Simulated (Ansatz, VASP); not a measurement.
**PbI2 in VASP and in Ansatz**

```
Pb I
1.0
     4.48152    0.00000    0.00000
    -2.24076    3.88111    0.00000
     0.00000    0.00000    7.20767
Pb I
1 2
Direct
  0.00000 0.00000 0.00000
  0.33333 0.66667 0.26500
  0.66667 0.33333 0.73500
```

Alike in both runs: task single point; functional LDA; k mesh 9 × 9 × 6; occupations gaussian, width 0.05 eV; no spin polarisation.

|  | VASP | Ansatz |
| --- | --- | --- |
| version | VASP 6.6.1 | Ansatz 0.2.0 |
| potentials or method | VASP PAW LDA potentials, release 64 (Pb_d, I), cutoff 500 eV | scalar-relativistic, plane waves, PAW |
| valence electrons in the cell | 28 | 48 |

|  | VASP | Ansatz | Ansatz less VASP |
| --- | --- | --- | --- |
| gap on the k mesh at the Fermi level (eV) | 2.10 | 2.11 | +0.009 |
| least direct gap on the mesh (eV) | 2.10 | 2.11 | +0.009 |
| pressure (GPa) | -1.0 | -1.1 | -0.05 |
| traceless stress, the component that is largest in VASP (GPa) | -0.37 | -0.38 | -0.001 |
| rms of the force components (eV/Å) | 0.057 | 0.063 | +0.0063 |

LDA's correlation is that of Perdew and Zunger in VASP and of Perdew and Wang (1992) in Ansatz. Atom by atom the forces differ by 0.006 eV/Å (rms over components). VASP's potentials hold 28 valence electrons a cell and Ansatz's 48, so a difference there can come from the potentials and not from the codes.

Spin-orbit coupling is off throughout.
